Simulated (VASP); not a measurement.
# Rh in VASP: a series of runs, part 3 of 3

VASP 6.6.1. Earlier steps stand in the parts before.

### Step 5. Electric field gradients, PBE (equal xy, yz and zx shear strains of -3 %)

Contents of INCAR:

```
ALGO = Normal ; EDIFF = 1E-8
ENCUT = 520 ; GGA = PE
ISIF = 2 ; ISMEAR = -1
LASPH = True ; LCHARG = False
LEFG = True ; LREAL = False
LWAVE = False ; NBANDS = 14
NELM = 80 ; PREC = Accurate
SIGMA = 0.08
```

Contents of KPOINTS:

```
k-points
0
Gamma
  16 16 16
```

Contents of POSCAR:

```
Rh
1.0
   -0.0570465000      1.8730267500      1.8730267500
    1.8730267500     -0.0570465000      1.8730267500
    1.8730267500      1.8730267500     -0.0570465000
Rh
1
Direct
    0.0000000000      0.0000000000      0.0000000000
```

Potentials or basis: VASP PAW PBE potentials, release 64 (Rh_pv).

The run is started by

```bash
$ cat potpaw_PBE.64/Rh_pv/POTCAR > POTCAR
$ mpirun -np 1 vasp_std > vasp.out
```

OUTCAR:

```text
EDIFF = 1E-8
   ENCUT = 520
   GGA = PE
   ISIF = 2
   ISMEAR = -1
   LASPH = True
   LREAL = False
   NELM = 80
   PREC = Accurate

 ion  position               nearest neighbor table
   1  0.000  0.000  0.000-

  LATTYP: Found a trigonal (rhomboedric) cell.
 ALAT       =     2.6494740451
 COS(alpha) =     0.4693254694

  Lattice vectors:

 A1 = (  -0.0570465000,   1.8730267500,   1.8730267500)
[... 614 lines left out ...]
    total drift:                                0.000000     -0.000000      0.000000

  FREE ENERGIE OF THE ION-ELECTRON SYSTEM (eV)
  ---------------------------------------------------
  free  energy   TOTEN  =        -7.2435098834 eV

  energy  without entropy=       -7.2131331821  energy(sigma->0) =       -7.22832153

 Electric field gradients (V/A^2)
---------------------------------------------------------------------
 ion       V_xx      V_yy      V_zz      V_xy      V_xz      V_yz
---------------------------------------------------------------------
   1      -0.000    -0.000    -0.000    -2.538    -2.538    -2.538
---------------------------------------------------------------------

 Electric field gradients after diagonalization (V/A^2)
 (convention: |V_zz| > |V_xx| > |V_yy|)
----------------------------------------------------------------------
 ion       V_xx      V_yy      V_zz     asymmetry (V_yy - V_xx)/ V_zz
----------------------------------------------------------------------
   1       2.538     2.538    -5.076       0.000
----------------------------------------------------------------------

           NMR quadrupolar parameters

 Cq : quadrupolar parameter    Cq=e*Q*V_zz/h
 eta: asymmetry parameters     (V_yy - V_xx)/ V_zz
 Q  : nuclear electric quadrupole moment in mb (millibarn)
----------------------------------------------------------------------
 ion       Cq(MHz)       eta       Q (mb)
----------------------------------------------------------------------
   1      -0.012       0.000       1.000
----------------------------------------------------------------------
```

OSZICAR:

```text
N       E                     dE             d eps       ncg     rms          rms(c)
DAV:   1     0.121558168303E+03    0.12156E+03   -0.87561E+03 11752   0.115E+03
DAV:   2    -0.615111258913E+01   -0.12771E+03   -0.12204E+03 13002   0.342E+02
DAV:   3    -0.772908840979E+01   -0.15780E+01   -0.15753E+01 14022   0.418E+01
DAV:   4    -0.773502811589E+01   -0.59397E-02   -0.59395E-02 13254   0.263E+00
DAV:   5    -0.773508024929E+01   -0.52133E-04   -0.52131E-04 13656   0.218E-01    0.102E+01
DAV:   6    -0.726346503304E+01    0.47162E+00   -0.79960E-01 12342   0.123E+01    0.362E+00
DAV:   7    -0.724695466964E+01    0.16510E-01   -0.17205E-02 13536   0.162E+00    0.170E+00
DAV:   8    -0.724365689437E+01    0.32978E-02   -0.34506E-03 12336   0.790E-01    0.211E-01
DAV:   9    -0.724350750729E+01    0.14939E-03   -0.10938E-04 12462   0.145E-01    0.125E-02
DAV:  10    -0.724351028179E+01   -0.27745E-05   -0.27495E-06 13392   0.197E-02    0.312E-03
DAV:  11    -0.724351013924E+01    0.14255E-06   -0.27291E-07 13140   0.675E-03    0.147E-03
DAV:  12    -0.724350988189E+01    0.25735E-06   -0.25687E-08 11596   0.228E-03    0.295E-04
DAV:  13    -0.724350988338E+01   -0.14888E-08   -0.50993E-10  6018   0.300E-04
   1 F= -.72435099E+01 E0= -.72283215E+01  d E =-.303767E-01
```

stdout:

```text
POSCAR found type information on POSCAR Rh
 POSCAR found :  1 types and       1 ions
 scaLAPACK will be used
 LDA part: xc-table for (Slater+PW92), standard interpolation
 POSCAR, INCAR and KPOINTS ok, starting setup
 FFT: planning ... GRIDC
 FFT: planning ... GRID_SOFT
 FFT: planning ... GRID
 WAVECAR not read
 entering main loop
ion   1
```

Wall time 55 s (1 thread of Intel Xeon 8259CL, shared host); peak memory 0.18 GiB.

Results:

```yaml
Free_energy: -7.2435 eV
Pressure: 7.0 GPa
Band_gap_on_the_k_mesh: zero (an odd number of electrons rules out a gap without spin polarisation)
Largest_electric_field_gradient_by_atom: Rh -5.1 V/Å²
```

Levels at points of the mesh, in eV from the Fermi level:
```tsv
k point	band 4	band 5	band 6	band 7	band 8	band 9	band 10	band 11
(0.00, 0.00, 0.00)	-7.95	-3.28	-3.28	-2.69	-0.95	-0.95	15.98	20.55
(0.50, 0.00, 0.00)	-6.11	-3.45	-2.78	0.38	0.60	0.70	8.45	15.65
(0.50, 0.50, 0.00)	-6.31	-5.94	0.50	0.97	1.07	3.29	12.31	12.77
(0.50, 0.50, 0.50)	-6.11	-3.23	-3.23	0.70	0.70	1.23	9.36	15.13
```

Electric field gradients, principal values (V/Å²):
| atom | least | middle | greatest (by size) |
| --- | --- | --- | --- |
| 1 Rh | 2.538 | 2.538 | -5.076 |

Caveat: the cell differs from its parent crystal (equal xy, yz and zx shear strains of -3 %); the cell stands under pressure; without QUAD_EFG the Cq values of the log hold for a quadrupole moment of 1 mb, not for the nuclei.

### Step 6. Electric field gradients, PBE (equal xy, yz and zx shear strains of -1 %)

Contents of INCAR:

```
SYSTEM = Rh
ALGO = Normal ; EDIFF = 1E-8
ENCUT = 520 ; GGA = PE
ISIF = 2 ; ISMEAR = -1
LASPH = .TRUE. ; LCHARG = .FALSE.
LEFG = .TRUE. ; LREAL = .FALSE.
LWAVE = .FALSE. ; NBANDS = 14
NELM = 80 ; PREC = Accurate
SIGMA = 0.08
```

Contents of KPOINTS:

```
k-points
0
G
  16 16 16
  0 0 0
```

Contents of POSCAR:

```
Rh
1.0
   -0.0190155000      1.8920422500      1.8920422500
    1.8920422500     -0.0190155000      1.8920422500
    1.8920422500      1.8920422500     -0.0190155000
Rh
1
Direct
    0.0000000000      0.0000000000      0.0000000000
```

Potentials or basis: VASP PAW PBE potentials, release 64 (Rh_pv).

The run is started by

```bash
$ cat potpaw_PBE.64/Rh_pv/POTCAR > POTCAR
$ mpirun -np 1 vasp_std > vasp.out
```

OUTCAR:

```text
SYSTEM = Rh
   EDIFF = 1E-8
   ENCUT = 520
   GGA = PE
   ISIF = 2
   ISMEAR = -1
   LASPH = .TRUE.
   LREAL = .FALSE.
   NELM = 80
   PREC = Accurate

 ion  position               nearest neighbor table
   1  0.000  0.000  0.000-

  LATTYP: Found a trigonal (rhomboedric) cell.
 ALAT       =     2.6758193775
 COS(alpha) =     0.4899250057

  Lattice vectors:

 A1 = (  -0.0190155000,   1.8920422500,   1.8920422500)
 A2 = (   1.8920422500,  -0.0190155000,   1.8920422500)
 A3 = (   1.8920422500,   1.8920422500,  -0.0190155000)

Analysis of symmetry for initial positions (statically):
=====================================================================
 Subroutine PRICEL returns:
 Original cell was already a primitive cell.

 Routine SETGRP: Setting up the symmetry group for a
 trigonal (rhombohedral) supercell.

 Subroutine GETGRP returns: Found 12 space group operations
 (whereof 12 operations were pure point group operations)
 out of a pool of 12 trial point group operations.

The static configuration has the point symmetry D_3d.

Analysis of symmetry for dynamics (positions and initial velocities):
=====================================================================
 Subroutine PRICEL returns:
 Original cell was already a primitive cell.

 Routine SETGRP: Setting up the symmetry group for a
 trigonal (rhombohedral) supercell.

 Subroutine GETGRP returns: Found 12 space group operations
 (whereof 12 operations were pure point group operations)
 out of a pool of 12 trial point group operations.

The dynamic configuration has the point symmetry D_3d.

[... 152 lines left out ...]
      1     -34.4754      2.00000
      2     -34.4754      2.00000
      3     -34.4708      2.00000
      4       3.9439      2.00000
      5       8.7622      2.00000
      6       8.7622      2.00000
      7       8.9498      2.00000
      8      10.9162      1.99999
      9      10.9162      1.99999
     10      27.8945      0.00000
     11      32.4401      0.00000
     12      33.2003      0.00000
     13      33.2003      0.00000
     14      33.6853      0.00000
[... 377 lines left out ...]
      1     -34.5420      2.00000
      2     -34.4952      2.00000
      3     -34.4778      2.00000
      4       4.3514      2.00000
      5       8.5742      2.00000
      6       8.9243      2.00000
      7       9.1042      2.00000
      8      10.7392      2.00000
      9      10.9506      1.99998
     10      28.4572      0.00000
     11      31.5658      0.00000
     12      32.4413      0.00000
     13      33.3670      0.00000
     14      34.4098      0.00000

 [... further k-points ...]
[... 5 lines left out ...]
  --------------------------------------------------------------------------------------
  -------------------------------------------------------------------------------------
  Total        0.5295473      0.5295473      0.5295473      0.1731747      0.1731747      0.1731747
  in kB       61.7013642     61.7013642     61.7013642     20.1778259     20.1778259     20.1778259
  external PRESSURE =      61.7013642 kB  Pullay stress =       0.0000000 kB

 VOLUME and BASIS-vectors are now :
 -----------------------------------------------------------------------------
  energy-cutoff  :      520.00
  volume of cell :       13.75
      direct lattice vectors                 reciprocal lattice vectors
    -0.019015500  1.892042250  1.892042250    -0.260313822  0.262956602  0.262956602
     1.892042250 -0.019015500  1.892042250     0.262956602 -0.260313822  0.262956602
     1.892042250  1.892042250 -0.019015500     0.262956602  0.262956602 -0.260313822

 POSITION                                       TOTAL-FORCE (eV/Angst)
 -----------------------------------------------------------------------------------
      0.00000      0.00000      0.00000        -0.000000     -0.000000     -0.000000
 -----------------------------------------------------------------------------------
    total drift:                                0.000000     -0.000000      0.000000

  FREE ENERGIE OF THE ION-ELECTRON SYSTEM (eV)
  ---------------------------------------------------
  free  energy   TOTEN  =        -7.2649195078 eV

  energy  without entropy=       -7.2352632064  energy(sigma->0) =       -7.25009136

 Electric field gradients (V/A^2)
---------------------------------------------------------------------
 ion       V_xx      V_yy      V_zz      V_xy      V_xz      V_yz
---------------------------------------------------------------------
   1      -0.000    -0.000    -0.000    -0.806    -0.806    -0.806
---------------------------------------------------------------------

 Electric field gradients after diagonalization (V/A^2)
 (convention: |V_zz| > |V_xx| > |V_yy|)
----------------------------------------------------------------------
 ion       V_xx      V_yy      V_zz     asymmetry (V_yy - V_xx)/ V_zz
----------------------------------------------------------------------
   1       0.806     0.806    -1.612       0.000
----------------------------------------------------------------------

           NMR quadrupolar parameters

 Cq : quadrupolar parameter    Cq=e*Q*V_zz/h
 eta: asymmetry parameters     (V_yy - V_xx)/ V_zz
 Q  : nuclear electric quadrupole moment in mb (millibarn)
----------------------------------------------------------------------
 ion       Cq(MHz)       eta       Q (mb)
----------------------------------------------------------------------
   1      -0.004       0.000       1.000
----------------------------------------------------------------------
```

OSZICAR:

```text
N       E                     dE             d eps       ncg     rms          rms(c)
DAV:   1     0.119798971487E+03    0.11980E+03   -0.87293E+03 11720   0.115E+03
DAV:   2    -0.616085966901E+01   -0.12596E+03   -0.12037E+03 12786   0.341E+02
DAV:   3    -0.775458324987E+01   -0.15937E+01   -0.15906E+01 14046   0.421E+01
DAV:   4    -0.776050977830E+01   -0.59265E-02   -0.59263E-02 13140   0.263E+00
DAV:   5    -0.776056199214E+01   -0.52214E-04   -0.52210E-04 13824   0.218E-01    0.102E+01
DAV:   6    -0.728471546602E+01    0.47585E+00   -0.80599E-01 12312   0.124E+01    0.357E+00
DAV:   7    -0.726836580938E+01    0.16350E-01   -0.17083E-02 13494   0.161E+00    0.168E+00
DAV:   8    -0.726507039732E+01    0.32954E-02   -0.34753E-03 12324   0.793E-01    0.212E-01
DAV:   9    -0.726491750677E+01    0.15289E-03   -0.11311E-04 12372   0.148E-01    0.116E-02
DAV:  10    -0.726491940089E+01   -0.18941E-05   -0.30055E-06 13338   0.212E-02    0.330E-03
DAV:  11    -0.726491956945E+01   -0.16856E-06   -0.30459E-07 13290   0.758E-03    0.882E-04
DAV:  12    -0.726491949794E+01    0.71511E-07   -0.88294E-09  8436   0.135E-03    0.221E-04
DAV:  13    -0.726491950775E+01   -0.98189E-08   -0.41229E-10  5964   0.287E-04
   1 F= -.72649195E+01 E0= -.72500914E+01  d E =-.296563E-01
```

stdout:

```text
POSCAR found type information on POSCAR Rh
 POSCAR found :  1 types and       1 ions
 scaLAPACK will be used
 LDA part: xc-table for (Slater+PW92), standard interpolation
 POSCAR, INCAR and KPOINTS ok, starting setup
 FFT: planning ... GRIDC
 FFT: planning ... GRID_SOFT
 FFT: planning ... GRID
 WAVECAR not read
 entering main loop
ion   1
```

It took 53 s on 1 thread of Intel Xeon 8259CL, shared host; peak memory 0.18 GiB.

Results:

```
Free energy                             : -7.2649 eV
Pressure                                : 6.2 GPa
Band gap on the k mesh                  : zero (an odd number of electrons rules out a gap without spin polarisation)
Largest electric field gradient by atom : Rh -1.6 V/Å²
```

Electric field gradients, principal values (V/Å²):
```tsv
atom	least	middle	greatest (by size)
1 Rh	0.806	0.806	-1.612
```

Caveat: the cell differs from its parent crystal (equal xy, yz and zx shear strains of -1 %); the cell stands under pressure; without QUAD_EFG the Cq values of the log hold for a quadrupole moment of 1 mb, not for the nuclei.

### Step 7. Summary

| cell | cutoff (eV) | gap on the mesh (eV) | pressure (GPa) |
| --- | --- | --- | --- |
| a = 2.676, b = 2.676, c = 2.689 Å, angles 59.8, 59.8, 60.3°, 1 atom | 400 | none | 7.7 |
| a = 2.716, b = 2.716, c = 2.689 Å, angles 60.3, 60.3, 59.3°, 1 atom | 400 | none | -0.5 |
| a = 2.649 Å, angles 62.0°, 1 atom | 520 | none | 7.0 |
| a = 2.676 Å, angles 60.7°, 1 atom | 520 | none | 6.2 |

Alike in all rows: task electric field gradients; level PBE; potentials or basis VASP PAW PBE potentials, release 64 (Rh_pv); no spin polarisation; k mesh 16 × 16 × 16; smearing fermi-dirac 0.08 eV.

Caveats: the cell stands under pressure (at least some runs).

Total energies depend on the potentials used, so only differences within one code and one set of settings carry meaning.
